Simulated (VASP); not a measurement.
# CS2 in VASP: further runs, part 2 of 2

VASP 6.6.1. The steps go on from the part before.

### 3 Single point, PBE+D3(BJ)

File INCAR:

```
SYSTEM = CS2
ALGO = Normal
EDIFF = 1E-6
ENCUT = 1000
GGA = PE
GGA_COMPAT = .FALSE.
ISIF = 2
ISMEAR = -1
IVDW = 12
LASPH = .TRUE.
LCHARG = .FALSE.
LREAL = Auto
LWAVE = .FALSE.
NBANDS = 63
NELM = 120
PREC = Accurate
SIGMA = 0.02
```

File KPOINTS:

```
k-points
0
G
  1 1 1
  0 0 0
```

File POSCAR:

```
CS2
1.0
    8.4343270000      0.0000000000      0.0000000000
    0.0000000000      8.4343270000      0.0000000000
    0.0000000000      0.0000000000      8.4343270000
S C
12 6
Direct
    0.8862829245      0.2909064351      1.0721780173
    1.1075928168      0.3643325662      0.7705653338
    0.8255193331      0.7231519480      0.3065330524
    0.8678345053      0.9684471565      0.5765130994
    0.5547923385      0.9034034369      0.8967876157
    0.2935978176      0.8206345331      0.6592227216
    0.4797181802      0.3090228776      0.4741694269
    0.1532902388      0.4307279051      0.3509230790
    0.4754261958      0.2710589713      1.0363126779
    0.6256812191      0.5268233020      0.8087426537
    0.4115681073      0.8906223342      0.2964789010
    0.1664151746      0.7511565535      0.0619966477
    0.9960960726      0.3240211104      0.9206543687
    0.8535476512      0.8469081173      0.4412207400
    0.4279061032      0.8668385753      0.7725690503
    0.3208317629      0.3810973893      0.4053316880
    0.5406951853      0.4092324142      0.9232864697
    0.2907760157      0.8132954769      0.1771688482
```

Potentials or basis: VASP PAW PBE potentials, release 64 (S, C_h).

On the command line:

```
cat potpaw_PBE.64/S/POTCAR potpaw_PBE.64/C_h/POTCAR > POTCAR
mpirun -np 1 vasp_gam > vasp.out
```

OUTCAR:

```text
SYSTEM = CS2
   EDIFF = 1E-6
   ENCUT = 1000
   GGA = PE
   ISIF = 2
   ISMEAR = -1
   IVDW = 12
   LASPH = .TRUE.
   LREAL = Auto
   NELM = 120
   PREC = Accurate
 IVDW          = 12

 ion  position               nearest neighbor table
   1  0.886  0.291  0.072-  13 1.60
   2  0.108  0.364  0.771-  13 1.61
   3  0.826  0.723  0.307-  14 1.56
   4  0.868  0.968  0.577-  14 1.54
   5  0.555  0.903  0.897-  15 1.53
   6  0.294  0.821  0.659-  15 1.53
   7  0.480  0.309  0.474-  16 1.58
   8  0.153  0.431  0.351-  16 1.54
   9  0.475  0.271  0.036-  17 1.60
  10  0.626  0.527  0.809-  17 1.56
  11  0.412  0.891  0.296-  18 1.57
  12  0.166  0.751  0.062-  18 1.52
  13  0.996  0.324  0.921-   1 1.60   2 1.61
  14  0.854  0.847  0.441-   4 1.54   3 1.56
  15  0.428  0.867  0.773-   5 1.53   6 1.53
  16  0.321  0.381  0.405-   8 1.54   7 1.58
  17  0.541  0.409  0.923-  10 1.56   9 1.60
  18  0.291  0.813  0.177-  12 1.52  11 1.57

  LATTYP: Found a simple cubic cell.
 ALAT       =     8.4343270000

  Lattice vectors:

 A1 = (   8.4343270000,   0.0000000000,   0.0000000000)
 A2 = (   0.0000000000,   8.4343270000,   0.0000000000)
 A3 = (   0.0000000000,   0.0000000000,   8.4343270000)

Analysis of symmetry for initial positions (statically):
=====================================================================
 Subroutine PRICEL returns:
 Original cell was already a primitive cell.

 Routine SETGRP: Setting up the symmetry group for a
 simple cubic supercell.

 Subroutine GETGRP returns: Found  1 space group operations
 (whereof  1 operations were pure point group operations)
 out of a pool of 48 trial point group operations.

The static configuration has the point symmetry C_1 .

[... 139 lines left out ...]
     AMIX     =   0.40;   BMIX     =  1.00
     AMIX_MAG =   1.60;   BMIX_MAG =  1.00
  volume/ion in A,a.u.               =      33.33       224.94
  Fermi-wavevector in a.u.,A,eV,Ry     =   0.888754  1.679501 10.747015  0.789883
  Thomas-Fermi vector in A             =   2.010225
   LORBIT       =      0    0 simple, 1 ext, 2 COOP (PROOUT), +10 PAW based schemes
   GGA     = PE    functional components
   LHFCALC =     F    Hartree Fock is set to
   AEXX    =    0.0000 exact exchange contribution
   IVDW    =    12    specifies the selected vdW correction
   LEPSILON=     F    determine dielectric tensor
   LRPA    =     F    only Hartree local field effects (RPA)
 non-spin polarized calculation
  energy-cutoff  :     1000.00
  volume of cell :      600.00
 maximum number of plane-waves:     21502
 NGX is ok and might be reduce to    90
   NGX = 43   NGY = 43   NGZ = 43

 number of electron      95.9999998 magnetization

 Free energy of the ion-electron system (eV)
  ---------------------------------------------------
  ext. energy  EPLUGINS =         0.00000000
  ---------------------------------------------------
  free energy    TOTEN  =       -99.66338447 eV

  energy without entropy =      -99.66338447  energy(sigma->0) =      -99.66338447

 E-fermi :  -1.1216     XC(G=0):  -6.4348

 val. band max:       -1.6720310650   @ k =   0.0000   0.0000   0.0000
 cond. band min:       1.5427350890   @ k =   0.0000   0.0000   0.0000
 fundamental gap:      3.2147661540
 Fermi energy:        -1.1216476139

 k-point     1 :       0.0000    0.0000    0.0000
  band No.  band energies     occupation
      1     -16.8090      2.00000
      2     -16.7260      2.00000
      3     -16.5705      2.00000
      4     -16.5279      2.00000
      5     -16.2916      2.00000
      6     -16.1430      2.00000
[... 52 lines left out ...]
     59       2.4988      0.00000
     60       2.6288      0.00000
 [bands above 60 left out]

------------------------ aborting loop because EDIFF is reached ----------------------------------------

 Edisp (eV)   -2.15778

 E8    (eV) :    -0.7225

  FORCE on cell =-STRESS in cart. coord.  units (eV):
  Direction    XX          YY          ZZ          XY          YZ          ZX
  --------------------------------------------------------------------------------------
  -------------------------------------------------------------------------------------
  Total      -1.14622    -2.74579    -3.78999    -0.65595     4.48682     7.05244
  in kB      -3.06074    -7.33207   -10.12040    -1.75157    11.98112    18.83210
  external pressure =       -6.84 kB  Pullay stress =        0.00 kB

 VOLUME and BASIS-vectors are now :
 -----------------------------------------------------------------------------
  energy-cutoff  :     1000.00
  volume of cell :      600.00
      direct lattice vectors                 reciprocal lattice vectors
     8.434327000  0.000000000  0.000000000     0.118563105  0.000000000  0.000000000
     0.000000000  8.434327000  0.000000000     0.000000000  0.118563105  0.000000000
     0.000000000  0.000000000  8.434327000     0.000000000  0.000000000  0.118563105

 POSITION                                       TOTAL-FORCE (eV/Angst)
 -----------------------------------------------------------------------------------
      7.47520      2.45360      0.60877         1.328269      0.239645     -1.731033
      0.90747      3.07290      6.49920        -1.423274     -0.622543      2.060090
      6.96270      6.09930      2.58540         0.099347      0.081194      0.062728
      7.31960      8.16820      4.86250         0.245689      0.619405      0.600264
      4.67930      7.61960      7.56380         1.160003      0.551593      0.927746
      2.47630      6.92150      5.56010        -0.917800     -0.178499     -1.051944
[... 10 lines left out ...]
      4.56040      3.45160      7.78730        -0.088750     -1.485960      0.871587
      2.45250      6.85960      1.49430         1.316715      1.119015      1.236311
 -----------------------------------------------------------------------------------
    total drift:                               -0.001367     -0.003155     -0.003098

  FREE ENERGIE OF THE ION-ELECTRON SYSTEM (eV)
  ---------------------------------------------------
  free  energy   TOTEN  =      -101.8211647472 eV

  energy  without entropy=     -101.8211647472  energy(sigma->0) =     -101.82116475
```

stdout:

```text
POSCAR found type information on POSCAR S C
 POSCAR found :  2 types and      18 ions
 scaLAPACK will be used
 LDA part: xc-table for (Slater+PW92), standard interpolation
 POSCAR, INCAR and KPOINTS ok, starting setup
 FFT: planning ... GRIDC
 FFT: planning ... GRID_SOFT
 FFT: planning ... GRID
 WAVECAR not read
 entering main loop
```

Run time: 2.4 min. Hardware: 1 thread of Intel Xeon 6975P-C (Granite Rapids), shared host; peak memory 1.2 GiB.

Results:

```
Free energy                : -101.8212 eV
Pressure                   : -0.7 GPa
Largest force              : 2.580 eV/Å
Dispersion energy per atom : -0.120 eV
```

Forces on the atoms (eV/Å):
```
S    1.328  0.240 -1.731
S   -1.423 -0.623  2.060
S    0.099  0.081  0.063
S    0.246  0.619  0.600
S    1.160  0.552  0.928
S   -0.918 -0.178 -1.052
S   -0.672  0.618 -0.481
S   -0.273  0.419 -0.222
S    0.319  1.581 -1.286
S   -0.421 -0.218  0.206
S   -0.252 -0.403 -0.206
S   -0.954 -0.711 -1.051
C    0.196  0.285 -0.177
C   -0.417 -0.682 -0.691
C   -0.313 -0.186  0.124
C    1.067 -1.027  0.807
C   -0.089 -1.486  0.872
C    1.317  1.119  1.236
```

Stress tensor (GPa, compression positive):
```
-0.31 -0.18  1.88
-0.18 -0.73  1.20
 1.88  1.20 -1.01
```

Caveat: the k points lie up to 0.74 Å⁻¹ apart; the atoms stand as in a frame of molecular dynamics.

### 4 Single point, PBE+D3(BJ)

File INCAR:

```
ALGO = Normal ; EDIFF = 1E-6
ENCUT = 1000 ; GGA = PE
GGA_COMPAT = F ; ISIF = 2
ISMEAR = -1 ; IVDW = 12
LASPH = T ; LCHARG = T
LELF = T ; LREAL = Auto
LVHAR = T ; LWAVE = F
NBANDS = 63 ; NELM = 120
PREC = Accurate ; SIGMA = 0.02
```

File KPOINTS:

```
k-points
0
Gamma
  1 1 1
```

File POSCAR:

```
CS2
1.0
    8.4343270000      0.0000000000      0.0000000000
    0.0000000000      8.4343270000      0.0000000000
    0.0000000000      0.0000000000      8.4343270000
S C
12 6
Direct
    0.8554090919      0.2000515275      1.0817104909
    1.0181843791      0.4607006582      0.8622620394
    0.7932345995      0.6122005941      0.4311903013
    0.8706681636      0.9543381470      0.5582662375
    0.5733593208      0.9413317743      0.8958865361
    0.2670752509      0.8578752045      0.6990006434
    0.5287558806      0.2065724983      0.3916376493
    0.2926374564      0.4682649843      0.3107301863
    0.3384620966      0.2879660701      0.8644673132
    0.6078730407      0.5338659504      0.8421181678
    0.3907484260      0.8360833058      0.3540768576
    0.1637237921      0.7807854735      0.0664901894
    0.9274836036      0.3359722714      0.9706998555
    0.8270250845      0.7763630696      0.5089321294
    0.4220253732      0.8868164585      0.8007396441
    0.4227723208      0.3561991372      0.3661940069
    0.4692253454      0.4153384141      0.8478566221
    0.2774613790      0.8161647041      0.2090860361
```

On the command line:

```
cat potpaw_PBE.64/S/POTCAR potpaw_PBE.64/C_h/POTCAR > POTCAR
mpirun -np 1 vasp_gam > vasp.out
```

Run time: 4.7 min. Hardware: 1 thread of Intel Xeon Platinum 8488C (Sapphire Rapids), shared host; peak memory 1.2 GiB.

Results (log left out):

| Property | Result |
| --- | --- |
| Free energy | -101.6882 eV |
| Pressure | -0.9 GPa |
| Largest force | 1.951 eV/Å |
| Dispersion energy per atom | -0.120 eV |

Forces on the atoms (eV/Å):
```
S    0.636  1.474 -1.109
S   -1.046 -1.011  0.782
S   -0.050  0.115  0.436
S   -0.511 -1.700 -0.135
S   -0.976 -0.493 -0.482
S    0.883 -0.222  0.536
S    0.484  0.132  0.453
S   -1.044  1.315 -0.181
S   -0.228 -0.327 -0.014
S    0.502  0.618 -0.107
S    0.127  0.471 -0.235
S    0.246  0.380  0.638
C    0.128 -0.475  0.203
C    0.587  1.593 -0.389
C   -0.044  0.563 -0.074
C    0.480 -1.834 -0.228
C    0.029 -0.381  0.243
C   -0.203 -0.217 -0.338
```

Stress tensor (GPa, compression positive):
```
-0.55 -0.96 -0.11
-0.96 -0.91 -0.01
-0.11 -0.01 -1.23
```

Levels at points of the mesh, in eV from the Fermi level:
```csv
k point,band 46,band 47,band 48,band 49,band 50,band 51
"(0.00, 0.00, 0.00)",-0.66,-0.61,-0.52,2.44,2.62,2.72
```

Caveat: the k points lie up to 0.74 Å⁻¹ apart.

### 5 The runs side by side

| cell | pressure (GPa) | largest force (eV/Å) |
| --- | --- | --- |
| as given, atomic positions A | -1.0 | 0.59 |
| as given, atomic positions B | -0.7 | 2.58 |
| as given, atomic positions C | -0.9 | 1.95 |

Alike in all rows: task single point; level PBE+D3(BJ); potentials or basis VASP PAW PBE potentials, release 64 (S, C_h); no spin polarisation; k mesh 1 × 1 × 1; cutoff (eV) 1000; smearing fermi-dirac 0.02 eV.

Caveats: all runs use coarse meshes; the atoms stand as in a frame of molecular dynamics (at least some runs).

Absolute energies hang on the potentials; compare differences alone.
